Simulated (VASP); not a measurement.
**B: single point with PBE**

The system is B.

```
B
1.0
     2.34611    0.00000    0.00000
     0.00000    2.34611    0.00000
     0.00000    0.00000    1.58579
B
1
Direct
  0.50000 0.50000 0.50000
```

```
Program                : VASP 6.6.1
Task                   : single point
Functional             : PBE
Potentials or basis    : VASP PAW PBE potentials, release 64 (B)
Cutoff                 : 500 eV
k mesh                 : 7 × 7 × 10
Occupations            : fermi-dirac, width 0.03 eV
Spin                   : no spin polarisation
Dipole correction      : no
Further INCAR settings : ALGO = Normal; EDIFF = 1e-06; NBANDS = 8
```

```json
{"Pressure": "-1.9 GPa"}
```

Stress tensor (GPa, compression positive):
```
-4.57  0.00  0.00
 0.00 -4.57  0.00
 0.00  0.00  3.56
```

Levels at points of the mesh, in eV from the Fermi level:
```
           k point  band 1  band 2  band 3  band 4  band 5
(0.00, 0.00, 0.00)  -13.82    4.60    4.60   14.45   15.56
(0.00, 0.00, 0.50)   -5.80    1.58   13.73   13.73   21.53
```

It took 2.1 s on 1 thread of Intel(R) Xeon(R) 6975P-C (Granite Rapids), on a shared host, peak memory 0.11 GiB.

Caveat: the k points lie up to 0.40 Å⁻¹ apart.
